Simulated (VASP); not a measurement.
# Gd (Fm-3m) in VASP: a series of runs

The runs below take Gd through single point, relaxation of cell and atoms, with PBEsol.

All numbers are computed with VASP 6.6.1; they aren't measurements. Logs are shortened: lines on timing, memory, paths and dates and some standing lists are left out, and cuts for length are marked.

## 1. The cell of the first run

It takes space group Fm-3m (No. 225, cubic). Conventional cell: a = 3.696 Å, b = 3.696 Å, c = 3.696 Å, α = 90.00°, β = 90.00°, γ = 90.00°. Within 3.4 Å of Gd (site symmetry m-3m) lie 12 Gd at 2.61 Å.

This isn't the form of Gd at room conditions, which is hcp.

## 2. Single point, PBEsol, collinear spin, ferromagnetic start

Input file INCAR:

```
PREC = Accurate
ENCUT = 520
EDIFF = 1E-6
ISMEAR = -1
SIGMA = 0.08
LREAL = F
LASPH = T
NELM = 150
ALGO = Normal
ISIF = 2
LWAVE = F
LCHARG = F
ISPIN = 2
MAGMOM = 7
LORBIT = 11
LMAXMIX = 6
GGA = PS
NBANDS = 19
```

Input file KPOINTS:

```
Automatic mesh
0
Gamma
  18 18 18
```

Input file POSCAR:

```
Gd
1.0
    0.0000000000      1.8479282019      1.8479282019
    1.8479282019      0.0000000000      1.8479282019
    1.8479282019      1.8479282019      0.0000000000
Gd
1
Direct
    0.0000000000      0.0000000000      0.0000000000
```

Potentials or basis: VASP PAW PBE potentials, release 64 (Gd).

On the command line:

```console
$ cat potpaw_PBE.64/Gd/POTCAR > POTCAR
$ mpirun -np 1 vasp_std > vasp.out
```

OUTCAR:

```text
PREC = Accurate
   ENCUT = 520
   EDIFF = 1E-6
   ISMEAR = -1
   LREAL = F
   LASPH = T
   NELM = 150
   ISIF = 2
   ISPIN = 2
   LORBIT = 11
   GGA = PS

 ion  position               nearest neighbor table
   1  0.000  0.000  0.000-

  LATTYP: Found a face centered cubic cell.
 ALAT       =     3.6958564038

  Lattice vectors:

 A1 = (   0.0000000000,   1.8479282019,   1.8479282019)
 A2 = (   1.8479282019,   0.0000000000,   1.8479282019)
 A3 = (   1.8479282019,   1.8479282019,   0.0000000000)

Analysis of symmetry for initial positions (statically):
=====================================================================
 Subroutine PRICEL returns:
 Original cell was already a primitive cell.

 Routine SETGRP: Setting up the symmetry group for a
 face centered cubic supercell.

 Subroutine GETGRP returns: Found 48 space group operations
 (whereof 48 operations were pure point group operations)
 out of a pool of 48 trial point group operations.

The static configuration has the point symmetry O_h .

Analysis of symmetry for dynamics (positions and initial velocities):
=====================================================================
 Subroutine PRICEL returns:
 Original cell was already a primitive cell.

 Routine SETGRP: Setting up the symmetry group for a
 face centered cubic supercell.

 Subroutine GETGRP returns: Found 48 space group operations
 (whereof 48 operations were pure point group operations)
 out of a pool of 48 trial point group operations.

The dynamic configuration has the point symmetry O_h .

Analysis of structural, dynamic, and magnetic symmetry:
=====================================================================
 Subroutine PRICEL returns:
 Original cell was already a primitive cell.

 Routine SETGRP: Setting up the symmetry group for a
 face centered cubic supercell.

 Subroutine GETGRP returns: Found 48 space group operations
 (whereof 48 operations were pure point group operations)
 out of a pool of 48 trial point group operations.

The overall configuration has the point symmetry O_h .

 Subroutine INISYM returns: Found 48 space group operations
 (whereof 48 operations are pure point group operations),
 and found     1 'primitive' translations

----------------------------------------------------------------------------------------

                                     Primitive cell

  volume of cell :      12.6208

  direct lattice vectors                    reciprocal lattice vectors
     0.000000000  1.847928202  1.847928202    -0.270573283  0.270573283  0.270573283
     1.847928202  0.000000000  1.847928202     0.270573283 -0.270573283  0.270573283
     1.847928202  1.847928202  0.000000000     0.270573283  0.270573283 -0.270573283

  length of vectors
     2.613365125  2.613365125  2.613365125     0.468646673  0.468646673  0.468646673

  position of ions in fractional coordinates (direct lattice)
     0.000000000  0.000000000  0.000000000

  ion indices of the primitive-cell ions
   primitive index   ion index
                 1           1

----------------------------------------------------------------------------------------

 KPOINTS: Automatic mesh

Automatic generation of k-mesh.
 Grid dimensions read from file:
 generate k-points for:   18   18   18

 Generating k-lattice:

  Cartesian coordinates                     Fractional coordinates (reciprocal lattice)
    -0.015031849  0.015031849  0.015031849     0.055555556  0.000000000  0.000000000
     0.015031849 -0.015031849  0.015031849     0.000000000  0.055555556  0.000000000
     0.015031849  0.015031849 -0.015031849     0.000000000  0.000000000  0.055555556

  Length of vectors
     0.026035926  0.026035926  0.026035926

  Shift w.r.t. Gamma in fractional coordinates (k-lattice)
     0.000000000  0.000000000  0.000000000

 Subroutine IBZKPT returns following result:
 ===========================================

 Found    195 irreducible k-points:

 Following reciprocal coordinates:
            Coordinates               Weight
  0.000000  0.000000  0.000000      1.000000
  0.055556  0.000000  0.000000      8.000000
  0.111111  0.000000  0.000000      8.000000
  0.166667  0.000000  0.000000      8.000000
  0.222222  0.000000  0.000000      8.000000
  0.277778  0.000000  0.000000      8.000000
[... 16 lines left out ...]
 -0.277778  0.055556  0.000000     24.000000
 -0.222222  0.055556  0.000000     24.000000
 [... further k-points ...]
   k-points           NKPTS =    195   k-points in BZ     NKDIM =    195   number of bands    NBANDS=     19
   number of dos      NEDOS =    301   number of ions     NIONS =      1
   total plane-waves  NPLWV =   8000
   dimension x,y,z NGX =    20 NGY =   20 NGZ =   20
   dimension x,y,z NGXF=    40 NGYF=   40 NGZF=   40
   ions per type =               1
   NGX,Y,Z   is equivalent  to a cutoff of  12.72, 12.72, 12.72 a.u.
   NGXF,Y,Z  is equivalent  to a cutoff of  25.45, 25.45, 25.45 a.u.
 SYSTEM =  unknown system
   PREC   = accura    normal or accurate (medium, high low for compatibility)
   ISTART =      0    job   : 0-new  1-cont  2-samecut
   ICHARG =      2    charge: 1-file 2-atom 10-const
   ISPIN  =      2    spin polarized calculation?
   LNONCOLLINEAR =      F non collinear calculations
   LSORBIT =      F    spin-orbit coupling
   LASPH  =      T    aspherical Exc in radial PAW
   ENCUT  =  520.0 eV  38.22 Ry    6.18 a.u.   4.86  4.86  4.86*2*pi/ulx,y,z
   NELM   =    150;   NELMIN=  2; NELMDL= -5     # of ELM steps
   EDIFF  = 0.1E-05   stopping-criterion for ELM
   LREAL  =      F    real-space projection
   EDIFFG = 0.1E-04   stopping-criterion for IOM
   NSW    =      0    number of steps for IOM
   IBRION =     -1    ionic relax: 0-MD 1-quasi-New 2-CG
   NFREE  =      0    steps in history (QN), initial steepest desc. (CG)
   ISIF   =      2    stress and relaxation
   ISYM   =      2    0-nonsym 1-usesym 2-fastsym
   POTIM  = 0.5000    time-step for ionic-motion
   TEBEG  =    0.0;   TEEND  =   0.0 temperature during run
   PSTRESS=    0.0 pullay stress
   NELECT =      18.0000    total number of electrons
   NUPDOWN=      -1.0000    fix difference up-down
   EMIN   =  10.00;   EMAX   =-10.00  energy-range for DOS
   EFERMI =   0.00;   METHOD = LEGACY
   ISMEAR =    -1;   SIGMA  =   0.08  broadening in eV -4-tet -1-fermi 0-gaus
   EFERMI_NEDOS =   21; number of points for ismear=-14 and -15
   IALGO  =     38    algorithm
   IMIX   =      4    mixing-type and parameters
     AMIX     =   0.40;   BMIX     =  1.00
     AMIX_MAG =   1.60;   BMIX_MAG =  1.00
  volume/ion in A,a.u.               =      12.62        85.17
  Fermi-wavevector in a.u.,A,eV,Ry     =   1.842768  3.482326 46.202562  3.395793
  Thomas-Fermi vector in A             =   2.894604
   LORBIT       =     11    0 simple, 1 ext, 2 COOP (PROOUT), +10 PAW based schemes
   GGA     = PS    functional components
   LHFCALC =     F    Hartree Fock is set to
   AEXX    =    0.0000 exact exchange contribution
   IVDW    =     0    specifies the selected vdW correction
   LEPSILON=     F    determine dielectric tensor
   LRPA    =     F    only Hartree local field effects (RPA)
 spin polarized calculation
  energy-cutoff  :      520.00
  volume of cell :       12.62
 maximum number of plane-waves:       348
   NGX =  9   NGY =  9   NGZ =  9

 number of electron      18.0000002 magnetization       6.4586365

 Free energy of the ion-electron system (eV)
  ---------------------------------------------------
  ext. energy  EPLUGINS =         0.00000000
  ---------------------------------------------------
  free energy    TOTEN  =        -8.15511005 eV

  energy without entropy =       -8.14072161  energy(sigma->0) =       -8.14791583

 E-fermi :   9.3207     XC(G=0): -15.5089

 val. band max:        9.3036515580   @ k =   0.1111   0.0556   0.0000
 cond. band min:       9.3403180831   @ k =  -0.2222   0.2778   0.0556
 fundamental gap:      0.0366665251
 Fermi energy:         9.3207491860

 spin component 1

 k-point     1 :       0.0000    0.0000    0.0000
  band No.  band energies     occupation
      1     -37.0889      1.00000
      2      -9.1458      1.00000
      3      -9.1458      1.00000
      4      -9.1458      1.00000
      5       4.8328      1.00000
      6       5.7332      1.00000
[... 11 lines left out ...]
     18      23.5539      0.00000
     19      30.1143      0.00000

 k-point     2 :       0.0556    0.0000    0.0000
  band No.  band energies     occupation
      1     -37.0358      1.00000
      2      -9.4980      1.00000
      3      -9.1831      1.00000
      4      -9.1831      1.00000
      5       4.8205      1.00000
      6       5.7171      1.00000
[... 11 lines left out ...]
     18      23.9680      0.00000
     19      29.1223      0.00000

 k-point     3 :       0.1111    0.0000    0.0000
  band No.  band energies     occupation
      1     -36.8800      1.00000
      2     -10.4443      1.00000
      3      -9.2891      1.00000
      4      -9.2891      1.00000
      5       4.7972      1.00000
      6       5.6725      1.00000
[... 11 lines left out ...]
     18      25.0214      0.00000
     19      27.8095      0.00000

 k-point     4 :       0.1667    0.0000    0.0000
  band No.  band energies     occupation
      1     -36.6322      1.00000
      2     -11.7502      1.00000
      3      -9.4475      1.00000
      4      -9.4475      1.00000
      5       4.7783      1.00000
      6       5.6089      1.00000
[... 407 lines left out ...]
     18      24.1547      0.00000
     19      36.6987      0.00000

 k-point    23 :      -0.2778    0.0556    0.0000
  band No.  band energies     occupation
      1     -35.7848      1.00000
      2     -15.0198      1.00000
      3     -10.2990      1.00000
      4      -9.7662      1.00000
      5       4.8626      1.00000
      6       5.4459      1.00000
[... 11 lines left out ...]
     18      24.1865      0.00000
     19      34.3732      0.00000

 k-point    24 :      -0.2222    0.0556    0.0000
  band No.  band energies     occupation
      1     -36.1528      1.00000
      2     -13.6818      1.00000
      3     -10.1039      1.00000
      4      -9.5622      1.00000
      5       4.8287      1.00000
      6       5.4878      1.00000
[... 11 lines left out ...]
     18      24.7876      0.00000
     19      31.3055      0.00000

 [... further k-points ...]

 spin component 2

 k-point     1 :       0.0000    0.0000    0.0000
  band No.  band energies     occupation
      1     -34.5658      1.00000
      2      -6.7860      1.00000
      3      -6.7860      1.00000
      4      -6.7860      1.00000
      5       8.2152      1.00000
      6       8.6470      0.99978
[... 11 lines left out ...]
     18      25.0261      0.00000
     19      31.2253      0.00000

 k-point     2 :       0.0556    0.0000    0.0000
  band No.  band energies     occupation
      1     -34.5075      1.00000
      2      -7.1864      1.00000
      3      -6.8278      1.00000
      4      -6.8278      1.00000
      5       8.4736      0.99997
      6       8.6029      0.99987
[... 11 lines left out ...]
     18      25.3926      0.00000
     19      30.0513      0.00000

 k-point     3 :       0.1111    0.0000    0.0000
  band No.  band energies     occupation
      1     -34.3360      1.00000
      2      -8.2483      1.00000
      3      -6.9460      1.00000
      4      -6.9460      1.00000
      5       8.1587      1.00000
      6       9.4117      0.24287
[... 11 lines left out ...]
     18      26.3335      0.00000
     19      28.7328      0.00000

 k-point     4 :       0.1667    0.0000    0.0000
  band No.  band energies     occupation
      1     -34.0621      1.00000
      2      -9.6904      1.00000
      3      -7.1217      1.00000
      4      -7.1217      1.00000
      5       7.7336      1.00000
      6       9.8792      0.00093
[... 407 lines left out ...]
     18      25.5867      0.00000
     19      38.1113      0.00000

 k-point    23 :      -0.2778    0.0556    0.0000
  band No.  band energies     occupation
      1     -33.1131      1.00000
      2     -13.2476      1.00000
      3      -8.0762      1.00000
      4      -7.4644      1.00000
      5       7.1032      1.00000
      6       9.1934      0.83095
[... 11 lines left out ...]
     18      25.4755      0.00000
     19      35.3968      0.00000

 k-point    24 :      -0.2222    0.0556    0.0000
  band No.  band energies     occupation
      1     -33.5280      1.00000
      2     -11.7943      1.00000
      3      -7.8640      1.00000
      4      -7.2402      1.00000
      5       7.3893      1.00000
      6       9.4701      0.13384
[... 11 lines left out ...]
     18      25.9673      0.00000
     19      32.3292      0.00000

 [... further k-points ...]

------------------------ aborting loop because EDIFF is reached ----------------------------------------

  FORCE on cell =-STRESS in cart. coord.  units (eV):
  Direction    XX          YY          ZZ          XY          YZ          ZX
  --------------------------------------------------------------------------------------
  -------------------------------------------------------------------------------------
  Total       11.3045060     11.3045060     11.3045060      0.0000000     -0.0000000      0.0000000
  in kB     1435.0825927   1435.0825927   1435.0825927      0.0000000     -0.0000000      0.0000000
  external PRESSURE =    1435.0825927 kB  Pullay stress =       0.0000000 kB

 VOLUME and BASIS-vectors are now :
 -----------------------------------------------------------------------------
  energy-cutoff  :      520.00
  volume of cell :       12.62
      direct lattice vectors                 reciprocal lattice vectors
     0.000000000  1.847928202  1.847928202    -0.270573283  0.270573283  0.270573283
     1.847928202  0.000000000  1.847928202     0.270573283 -0.270573283  0.270573283
     1.847928202  1.847928202  0.000000000     0.270573283  0.270573283 -0.270573283

 POSITION                                       TOTAL-FORCE (eV/Angst)
 -----------------------------------------------------------------------------------
      0.00000      0.00000      0.00000         0.000000      0.000000      0.000000
 -----------------------------------------------------------------------------------
    total drift:                                0.000000     -0.000000     -0.000000

  FREE ENERGIE OF THE ION-ELECTRON SYSTEM (eV)
  ---------------------------------------------------
  free  energy   TOTEN  =        -8.1551100459 eV

  energy  without entropy=       -8.1407216142  energy(sigma->0) =       -8.14791583

 total charge

# of ion       s       p       d       f       tot
--------------------------------------------------
    1        2.088   5.521   1.507   7.318  16.434

 magnetization (x)

# of ion       s       p       d       f       tot
--------------------------------------------------
    1        0.029  -0.042   0.060   6.260   6.307
```

Run time: 2.3 min. Hardware: 1 thread of Intel Xeon Platinum 8124M at 3.00GHz (Skylake/Cascade Lake), shared host; peak memory 0.21 GiB.

Results:

```yaml
Free_energy: -8.1551 eV
Pressure: 143.5 GPa
Net_moment: 6.46 μB per cell
Site_moments: Gd +6.31 μB
Valence_electrons_inside_the_program's_atomic_spheres: Gd 16.43
```

Caveat: the cell stands under pressure; the PAW data sets were made with another functional, which shifts forces and pressure a little; spin-orbit coupling is left out, which moves the levels of the heavy elements; semilocal functionals describe open f shells poorly, which spoils levels, moments and volumes. The state reached can hang on the start; a lower one may exist.

## 3. Relaxation of cell and atoms, PBEsol, collinear spin, ferromagnetic start, target pressure 140 GPa, at which the enthalpy is minimised

This run uses another cell than the first one, of 12.56 Å³/atom.

Input file INCAR:

```
SYSTEM = Gd
ALGO = Normal
EDIFF = 1E-6
EDIFFG = -0.005
ENCUT = 600
GGA = PS
IBRION = 2
ISIF = 3
ISMEAR = -1
ISPIN = 2
LASPH = .TRUE.
LCHARG = .FALSE.
LMAXMIX = 6
LORBIT = 11
LREAL = .FALSE.
LWAVE = .FALSE.
MAGMOM = 7
NELM = 150
NSW = 60
PREC = Accurate
PSTRESS = 1400.0
SIGMA = 0.08
```

Input file KPOINTS:

```
k-points
0
G
  18 18 18
  0 0 0
```

Input file POSCAR:

```
Gd
1.0
    0.0000000000      1.8447599192      1.8447599192
    1.8447599192      0.0000000000      1.8447599192
    1.8447599192      1.8447599192      0.0000000000
Gd
1
Direct
    0.0000000000      0.0000000000      0.0000000000
```

Potentials or basis: VASP PAW PBE potentials, release 64 (Gd).

On the command line:

```console
$ cat potpaw_PBE.64/Gd/POTCAR > POTCAR
$ mpirun -np 1 vasp_std > vasp.out
```

Run time: 15 min. Hardware: 1 thread of Intel Xeon Platinum 8124M at 3.00GHz (Skylake/Cascade Lake), shared host; peak memory 0.27 GiB.

Results (log left out):

```yaml
Free_energy: -8.2327 eV
Relaxed_volume: 12.71 Å³/atom
Relaxed_cell: a = 2.619 Å, b = 2.619 Å, c = 2.619 Å, α = 60.00°, β = 60.00°, γ = 60.00°
Space_group_after_relaxing_to_0.1_Å: Fm-3m (No. 225)
Energy_change_on_relaxing_the_run_minimises_the_enthalpy: -134.7 meV/atom
Ionic_steps: 21
Pressure_after_relaxing: 140.0 GPa
Net_moment: 6.47 μB per cell
Site_moments: Gd +6.31 μB
Valence_electrons_inside_the_program's_atomic_spheres: Gd 16.42
```

Step by step:
| step | energy change (eV) | largest force (eV/Å) | pressure (GPa) | volume (Å³) |
| --- | --- | --- | --- | --- |
| 1 | 0.0000 | 0.0000 | 145.92 | 12.56 |
| 2 | -0.6991 | 0.0000 | 115.59 | 13.42 |
| 3 | -0.1359 | 0.0000 | 140.07 | 12.71 |
| 4 | -0.1386 | 0.0000 | 140.08 | 12.71 |
| 5 | -0.4295 | 0.0000 | 127.08 | 13.06 |
| 6 | -0.1413 | 0.0000 | 139.89 | 12.71 |
| 7 | -0.1301 | 0.0000 | 140.12 | 12.70 |
| 8 | -0.1328 | 0.0000 | 140.48 | 12.70 |
| 9 | -0.1398 | 0.0000 | 140.56 | 12.71 |
| 10 | -0.1411 | 0.0000 | 139.59 | 12.71 |
| 11 | -0.1404 | 0.0000 | 139.61 | 12.71 |
| 12 | -0.1401 | 0.0000 | 139.74 | 12.71 |
| 13 | -0.1399 | 0.0000 | 139.69 | 12.71 |
| 14 | -0.1399 | 0.0000 | 139.72 | 12.71 |
| 15 | -0.1398 | 0.0000 | 139.73 | 12.71 |
| 16 | -0.1362 | 0.0000 | 139.48 | 12.71 |
| 17 | -0.1252 | 0.0000 | 140.61 | 12.70 |
| 18 | -0.1311 | 0.0000 | 140.75 | 12.70 |
| 19 | -0.1341 | 0.0000 | 140.37 | 12.71 |
| 20 | -0.1349 | 0.0000 | 139.87 | 12.71 |
| 21 | -0.1347 | 0.0000 | 139.96 | 12.71 |

Final structure:
```yaml
crystal:
  lattice:
    - [0.00000, 1.85212, 1.85212]
    - [1.85212, 0.00000, 1.85212]
    - [1.85212, 1.85212, 0.00000]
  atoms:
    - { symbol: Gd, position: [0.00000, 0.00000, 0.00000] }
```

Levels at points of the mesh, in eV from the Fermi level:
Spin up:
```tsv
k point	band 9	band 10	band 11	band 12	band 13	band 14	band 15	band 16
(0.00, 0.00, 0.00)	-2.53	-2.53	-2.53	-2.35	1.63	1.63	1.63	8.24
(0.50, 0.00, 0.00)	-2.89	-2.71	-2.71	-2.49	0.91	0.91	9.70	13.83
(0.50, 0.50, 0.00)	-3.13	-2.97	-2.87	-2.87	-2.75	14.07	15.55	15.83
```
Spin down:
```
           k point  band 2  band 3  band 4  band 5  band 6  band 7  band 8  band 9  band 10  band 11
(0.00, 0.00, 0.00)  -16.14  -16.14  -16.14   -1.18   -0.64    0.88    0.88    0.88     2.56     2.56
(0.50, 0.00, 0.00)  -25.38  -17.35  -17.35   -2.98   -0.49    1.19    1.19    1.83     1.84     1.84
(0.50, 0.50, 0.00)  -24.65  -19.66  -19.66   -5.92   -4.88    1.23    1.69    1.69     1.78     1.97
```

Caveat: the cell is relaxed towards a set pressure, so the run minimises the enthalpy, not the energy; the PAW data sets were made with another functional, which shifts forces and pressure a little; spin-orbit coupling is left out, which moves the levels of the heavy elements; semilocal functionals describe open f shells poorly, which spoils levels, moments and volumes.
